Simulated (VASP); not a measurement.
Crystal: Cd2C (fluorite type).

```
C Cd
1.0
     0.00000    3.00563    3.00563
     3.00563    0.00000    3.00563
     3.00563    3.00563    0.00000
C Cd
1 2
Cartesian
  0.0000 0.0000 0.0000
  1.5028 1.5028 1.5028
  4.5084 4.5084 4.5084
```

```yaml
Program: VASP 6.6.1
Task: relaxation of cell and atoms
Functional: PBE
Potentials_or_basis: VASP PAW PBE potentials, release 64 (C, Cd_sv_GW)
Cutoff: 700 eV
k_mesh: 10 × 10 × 10
Occupations: fermi-dirac, width 0.03 eV
Spin: no spin polarisation
```

At the start: pressure -4.5 GPa; volume 18.10 Å³/atom.

**Question.** Where does the relaxation end?

**Answer.** Over 3 steps the energy falls by 16.6 meV/atom and the volume is 16.99 Å³/atom (-6.1 %); space group Fm-3m (No. 225, to 0.1 Å) before and after.

The path:
```
step  energy change (eV)  largest force (eV/Å)  pressure (GPa)  volume (Å³)
   1              0.0000                0.0000           -4.49        54.30
   2             -0.0480                0.0000            0.95        50.41
   3             -0.0497                0.0000            0.00        50.97
```

Final structure:
```
CELL_PARAMETERS angstrom
0.00000 2.94285 2.94285
2.94285 0.00000 2.94285
2.94285 2.94285 0.00000
ATOMIC_POSITIONS crystal
C 0.00000 0.00000 0.00000
Cd 0.25000 0.25000 0.25000
Cd 0.75000 0.75000 0.75000
```
